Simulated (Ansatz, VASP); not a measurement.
# One calculation of Ti, two programs

```
Ti
1.0
    -1.65741    1.65741    1.64100
     1.65741   -1.65741    1.64100
     1.62459    1.62459   -1.64100
Ti
1
Direct
  0.00000 0.00000 0.00000
```

Alike in both runs: functional PBEsol; k mesh 10 × 10 × 10; occupations fermi-dirac, width 0.05 eV; no spin polarisation.

|  | VASP | Ansatz |
| --- | --- | --- |
| version | VASP 6.6.1 | Ansatz 0.2.0 |
| potentials or method | VASP PAW PBE potentials, release 64 (Ti_sv) | Ansatz PAW |
| plane-wave cutoff (eV) | 500 | 420 |
| valence electrons in the cell | 12 | 12 |
| task | single point | band structure |

Ansatz gave:

- gap on the k mesh at the Fermi level (eV): none
- pressure (GPa): -6.7
- traceless stress, the component that is largest in VASP (GPa): 0.74

Q: What did VASP give for the same quantities?

A: gap on the k mesh at the Fermi level (eV): none; pressure (GPa): -6.9; traceless stress, the component that is largest in VASP (GPa): 0.74.

VASP's potentials were made for PBE, not for PBEsol. A gap of «none» marks a metal or a gap that the smearing closes.
